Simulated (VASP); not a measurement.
# Ni (Fm-3m) in VASP: notebook

Runs on Ni. Level: r2SCAN. Tasks: single point.

Program: VASP 6.6.1. These are calculated values, not measurements. Logs are shortened: lines on timing, memory, paths and dates and some standing lists are left out, and cuts for length are marked.

## 1. The cell of the first run

It takes space group Fm-3m (No. 225, cubic). Conventional cell: a = 3.559 Å, b = 3.559 Å, c = 3.559 Å, α = 90.00°, β = 90.00°, γ = 90.00°. Ni (site symmetry m-3m) has 12 Ni at 2.52 Å within 3.3 Å.

## 2. Single point, r2SCAN

Contents of POSCAR:

```
Ni
1.0
    0.0000000000      1.7793500000      1.7793500000
    1.7793500000      0.0000000000      1.7793500000
    1.7793500000      1.7793500000      0.0000000000
Ni
1
Direct
    0.0000000000      0.0000000000      0.0000000000
```

Contents of INCAR.step1:

```
SYSTEM = Ni
ALGO = Normal
EDIFF = 1E-5
ENCUT = 660
GGA = PE
GGA_COMPAT = .FALSE.
ISMEAR = 0
LASPH = .TRUE.
LCHARG = .FALSE.
LREAL = .FALSE.
LWAVE = .TRUE.
NBANDS = 11
NELM = 120
PREC = Accurate
SIGMA = 0.1
```

Contents of INCAR.step2:

```
SYSTEM = Ni
ALGO = Normal
EDIFF = 1E-6
ENCUT = 660
GGA_COMPAT = .FALSE.
ISIF = 2
ISMEAR = 0
ISTART = 1
LASPH = .TRUE.
LCHARG = .FALSE.
LMIXTAU = .TRUE.
LREAL = .FALSE.
LWAVE = .FALSE.
METAGGA = R2SCAN
NBANDS = 11
NELM = 120
PREC = Accurate
SIGMA = 0.1
```

Contents of KPOINTS:

```
k-points
0
G
  7 7 7
  0 0 0
```

Potentials or basis: VASP PAW PBE potentials, release 64 (Ni).

Command:

```sh
> cat potpaw_PBE.64/Ni/POTCAR > POTCAR
> cp INCAR.step1 INCAR
> mpirun -np 1 vasp_std > vasp.out
> cp INCAR.step2 INCAR
> mpirun -np 1 vasp_std > vasp.out
```

OUTCAR:

```text
SYSTEM = Ni
   EDIFF = 1E-6
   ENCUT = 660
   ISIF = 2
   ISMEAR = 0
   ISTART = 1
   LASPH = .TRUE.
   LREAL = .FALSE.
   METAGGA = R2SCAN
   NELM = 120
   PREC = Accurate

 ion  position               nearest neighbor table
   1  0.000  0.000  0.000-

  LATTYP: Found a face centered cubic cell.
 ALAT       =     3.5587000000

  Lattice vectors:

 A1 = (   0.0000000000,   1.7793500000,   1.7793500000)
 A2 = (   1.7793500000,   0.0000000000,   1.7793500000)
 A3 = (   1.7793500000,   1.7793500000,   0.0000000000)

Analysis of symmetry for initial positions (statically):
=====================================================================
 Subroutine PRICEL returns:
 Original cell was already a primitive cell.

 Routine SETGRP: Setting up the symmetry group for a
 face centered cubic supercell.

 Subroutine GETGRP returns: Found 48 space group operations
 (whereof 48 operations were pure point group operations)
 out of a pool of 48 trial point group operations.

The static configuration has the point symmetry O_h .

Analysis of symmetry for dynamics (positions and initial velocities):
=====================================================================
 Subroutine PRICEL returns:
 Original cell was already a primitive cell.

 Routine SETGRP: Setting up the symmetry group for a
 face centered cubic supercell.

 Subroutine GETGRP returns: Found 48 space group operations
 (whereof 48 operations were pure point group operations)
 out of a pool of 48 trial point group operations.

The dynamic configuration has the point symmetry O_h .

 Subroutine INISYM returns: Found 48 space group operations
 (whereof 48 operations are pure point group operations),
 and found     1 'primitive' translations

----------------------------------------------------------------------------------------

                                     Primitive cell

  volume of cell :      11.2672

  direct lattice vectors                    reciprocal lattice vectors
     0.000000000  1.779350000  1.779350000    -0.281001489  0.281001489  0.281001489
     1.779350000  0.000000000  1.779350000     0.281001489 -0.281001489  0.281001489
     1.779350000  1.779350000  0.000000000     0.281001489  0.281001489 -0.281001489

  length of vectors
     2.516380902  2.516380902  2.516380902     0.486708856  0.486708856  0.486708856

  position of ions in fractional coordinates (direct lattice)
[... 76 lines left out ...]
   IBRION =     -1    ionic relax: 0-MD 1-quasi-New 2-CG
   NFREE  =      0    steps in history (QN), initial steepest desc. (CG)
   ISIF   =      2    stress and relaxation
   ISYM   =      2    0-nonsym 1-usesym 2-fastsym
   POTIM  = 0.5000    time-step for ionic-motion
   TEBEG  =    0.0;   TEEND  =   0.0 temperature during run
   PSTRESS=    0.0 pullay stress
   NELECT =      10.0000    total number of electrons
   NUPDOWN=      -1.0000    fix difference up-down
   EMIN   =  10.00;   EMAX   =-10.00  energy-range for DOS
   EFERMI =   0.00;   METHOD = LEGACY
   ISMEAR =     0;   SIGMA  =   0.10  broadening in eV -4-tet -1-fermi 0-gaus
   EFERMI_NEDOS =   21; number of points for ismear=-14 and -15
   IALGO  =     38    algorithm
   IMIX   =      4    mixing-type and parameters
     AMIX     =   0.40;   BMIX     =  1.00
     AMIX_MAG =   1.60;   BMIX_MAG =  1.00
  volume/ion in A,a.u.               =      11.27        76.03
  Fermi-wavevector in a.u.,A,eV,Ry     =   1.573271  2.973050 33.676877  2.475181
  Thomas-Fermi vector in A             =   2.674580
   LORBIT       =      0    0 simple, 1 ext, 2 COOP (PROOUT), +10 PAW based schemes
   METAGGA = R2SCAN    functional components
   LHFCALC =     F    Hartree Fock is set to
   AEXX    =    0.0000 exact exchange contribution
   IVDW    =     0    specifies the selected vdW correction
   LEPSILON=     F    determine dielectric tensor
   LRPA    =     F    only Hartree local field effects (RPA)
 non-spin polarized calculation
 Gauss-broadening in eV      SIGMA  =   0.10
  energy-cutoff  :      660.00
  volume of cell :       11.27
 maximum number of plane-waves:       444
 NGX is ok and might be reduce to    24
   NGX = 11   NGY = 11   NGZ = 11

 number of electron       9.9999999 magnetization

 Free energy of the ion-electron system (eV)
  ---------------------------------------------------
  ext. energy  EPLUGINS =         0.00000000
  ---------------------------------------------------
  free energy    TOTEN  =       -11.80137342 eV

  energy without entropy =      -11.78138624  energy(sigma->0) =      -11.79137983

 E-fermi :   8.4947     XC(G=0): -14.1138

 val. band max:        8.4680088238   @ k =   0.4286   0.2857   0.0000
 cond. band min:       8.5332577204   @ k =  -0.2857   0.4286   0.1429
 fundamental gap:      0.0652488966
 Fermi energy:         8.4946957353

 k-point     1 :       0.0000    0.0000    0.0000
  band No.  band energies     occupation
      1      -0.4190      2.00000
      2       6.7154      2.00000
      3       6.7154      2.00000
      4       6.7154      2.00000
      5       7.6877      2.00000
      6       7.6877      2.00000
      7      32.9234      0.00000
      8      36.9770      0.00000
      9      36.9770      0.00000
     10      36.9770      0.00000
     11      39.6262      0.00000
[... 253 lines left out ...]
 k-point    20 :      -0.2857    0.4286    0.1429
  band No.  band energies     occupation
      1       5.2129      2.00000
      2       5.6399      2.00000
      3       6.3263      2.00000
      4       7.6448      2.00000
      5       8.5333      0.58551
      6      15.4943      0.00000
      7      15.9536      0.00000
      8      19.2281      0.00000
      9      22.6858      0.00000
     10      35.7924      0.00000
     11      42.2612      0.00000

------------------------ aborting loop because EDIFF is reached ----------------------------------------

  FORCE on cell =-STRESS in cart. coord.  units (eV):
  Direction    XX          YY          ZZ          XY          YZ          ZX
  --------------------------------------------------------------------------------------
  -------------------------------------------------------------------------------------
  Total       -1.0592202     -1.0592202     -1.0592202      0.0000000      0.0000000      0.0000000
  in kB     -150.6200199   -150.6200199   -150.6200199      0.0000000      0.0000000      0.0000000
  external PRESSURE =    -150.6200199 kB  Pullay stress =       0.0000000 kB

 VOLUME and BASIS-vectors are now :
 -----------------------------------------------------------------------------
  energy-cutoff  :      660.00
  volume of cell :       11.27
      direct lattice vectors                 reciprocal lattice vectors
     0.000000000  1.779350000  1.779350000    -0.281001489  0.281001489  0.281001489
     1.779350000  0.000000000  1.779350000     0.281001489 -0.281001489  0.281001489
     1.779350000  1.779350000  0.000000000     0.281001489  0.281001489 -0.281001489

 POSITION                                       TOTAL-FORCE (eV/Angst)
 -----------------------------------------------------------------------------------
      0.00000      0.00000      0.00000         0.000000     -0.000000     -0.000000
 -----------------------------------------------------------------------------------
    total drift:                               -0.000000     -0.000000     -0.000000

  FREE ENERGIE OF THE ION-ELECTRON SYSTEM (eV)
  ---------------------------------------------------
  free  energy   TOTEN  =       -11.8013734179 eV

  energy  without entropy=      -11.7813862378  energy(sigma->0) =      -11.79137983
```

OUTCAR.step1:

```text
SYSTEM = Ni
   EDIFF = 1E-5
   ENCUT = 660
   GGA = PE
   ISMEAR = 0
   LASPH = .TRUE.
[... 493 lines left out ...]
 -----------------------------------------------------------------------------------
      0.00000      0.00000      0.00000         0.000000      0.000000      0.000000
 -----------------------------------------------------------------------------------
    total drift:                               -0.000000      0.000000      0.000000

  FREE ENERGIE OF THE ION-ELECTRON SYSTEM (eV)
  ---------------------------------------------------
  free  energy   TOTEN  =        -5.4184587235 eV

  energy  without entropy=       -5.3948452613  energy(sigma->0) =       -5.40665199
```

Run time: 31 s. Hardware: 1 thread of AMD EPYC 7R13, shared host; peak memory 0.11 GiB.

What came out:

```
Free energy            : -11.8014 eV
Pressure               : -15.1 GPa
Band gap on the k mesh : zero (bands 5 and 6 overlap by 0.94 eV)
```

Caveat: the k points lie up to 0.44 Å⁻¹ apart, too coarse for converged energies and pressures of a metal; the PAW data sets were made with another functional, which shifts forces and pressure a little; the run has no spin polarisation, though such a crystal can be magnetic. Spin polarisation is off, so any magnetic state and its effect on volume and gap are missing.

## 3. Single point, r2SCAN

POSCAR is that of step 2.

Contents of INCAR.step1:

```
SYSTEM = Ni
PREC = Accurate
ENCUT = 660
ISMEAR = 0
SIGMA = 0.1
LREAL = .FALSE.
LASPH = .TRUE.
NELM = 120
NBANDS = 11
GGA = PE
ALGO = Normal
EDIFF = 1E-5
LWAVE = .TRUE.
LCHARG = .FALSE.
GGA_COMPAT = .FALSE.
```

Contents of INCAR.step2:

```
SYSTEM = Ni
PREC = Accurate
ENCUT = 660
EDIFF = 1E-6
ISMEAR = 0
SIGMA = 0.1
LREAL = .FALSE.
LASPH = .TRUE.
NELM = 120
ALGO = Normal
ISIF = 2
LWAVE = .FALSE.
LCHARG = .FALSE.
METAGGA = R2SCAN
LMIXTAU = .TRUE.
NBANDS = 11
ISTART = 1
GGA_COMPAT = .FALSE.
```

Contents of KPOINTS:

```
Automatic mesh
0
G
  14 14 14
  0 0 0
```

Potentials or basis: VASP PAW PBE potentials, release 64 (Ni).

Command:

```sh
> cat potpaw_PBE.64/Ni/POTCAR > POTCAR
> cp INCAR.step1 INCAR
> mpirun -np 1 vasp_std > vasp.out
> cp INCAR.step2 INCAR
> mpirun -np 1 vasp_std > vasp.out
```

It took 1.8 min on 1 thread of AMD EPYC 7R13, shared host; peak memory 0.13 GiB.

It converged, with:

```yaml
Free_energy: -11.7925 eV
Pressure: -14.9 GPa
Band_gap_on_the_k_mesh: zero (bands 5 and 6 overlap by 1.02 eV)
```

Levels at points of the mesh, in eV from the Fermi level:
| k point | band 3 | band 4 | band 5 | band 6 | band 7 | band 8 |
| --- | --- | --- | --- | --- | --- | --- |
| (0.00, 0.00, 0.00) | -1.75 | -1.75 | -0.78 | -0.78 | 24.48 | 28.53 |
| (0.50, 0.00, 0.00) | -1.85 | -0.04 | -0.01 | -0.01 | 6.14 | 23.01 |
| (0.50, 0.50, 0.00) | -0.09 | 0.20 | 0.20 | 2.75 | 9.62 | 15.49 |

Caveat: the cell stands under tension; the PAW data sets were made with another functional, which shifts forces and pressure a little; the run has no spin polarisation, though such a crystal can be magnetic. Spin polarisation is off, so any magnetic state and its effect on volume and gap are missing.

## 4. Single point, r2SCAN

POSCAR is that of step 3.

Contents of INCAR.step1:

```
ALGO = Normal ; EDIFF = 1E-5
ENCUT = 660 ; GGA = PE
GGA_COMPAT = F ; ISMEAR = 0
LASPH = T ; LCHARG = F
LREAL = F ; LWAVE = T
NBANDS = 11 ; NELM = 120
PREC = Accurate ; SIGMA = 0.1
```

Contents of INCAR.step2:

```
ALGO = Normal ; EDIFF = 1E-6
ENCUT = 660 ; GGA_COMPAT = F
ISIF = 2 ; ISMEAR = 0
ISTART = 1 ; LASPH = T
LCHARG = F ; LMIXTAU = T
LREAL = F ; LWAVE = F
METAGGA = R2SCAN ; NBANDS = 11
NELM = 120 ; PREC = Accurate
SIGMA = 0.1
```

Contents of KPOINTS:

```
k-points
0
Gamma
  14 14 14
```

Command:

```sh
> cat potpaw_PBE.64/Ni/POTCAR > POTCAR
> cp INCAR.step1 INCAR
> mpirun -np 1 vasp_std > vasp.out
> cp INCAR.step2 INCAR
> mpirun -np 1 vasp_std > vasp.out
```

Wall time 1.7 min (1 thread of AMD EPYC 7R13, shared host); peak memory 0.13 GiB.

Results (log left out):

* Free energy: -11.7925 eV
* Pressure: -14.9 GPa
* Band gap on the k mesh: zero (bands 5 and 6 overlap by 1.02 eV)

Levels at points of the mesh, in eV from the Fermi level:
| k point | band 3 | band 4 | band 5 | band 6 | band 7 | band 8 |
| --- | --- | --- | --- | --- | --- | --- |
| (0.00, 0.00, 0.00) | -1.75 | -1.75 | -0.78 | -0.78 | 24.48 | 28.53 |
| (0.50, 0.00, 0.00) | -1.85 | -0.04 | -0.01 | -0.01 | 6.14 | 23.01 |
| (0.50, 0.50, 0.00) | -0.09 | 0.20 | 0.20 | 2.75 | 9.62 | 15.49 |

Caveat: the cell stands under tension; the PAW data sets were made with another functional, which shifts forces and pressure a little; the run has no spin polarisation, though such a crystal can be magnetic.
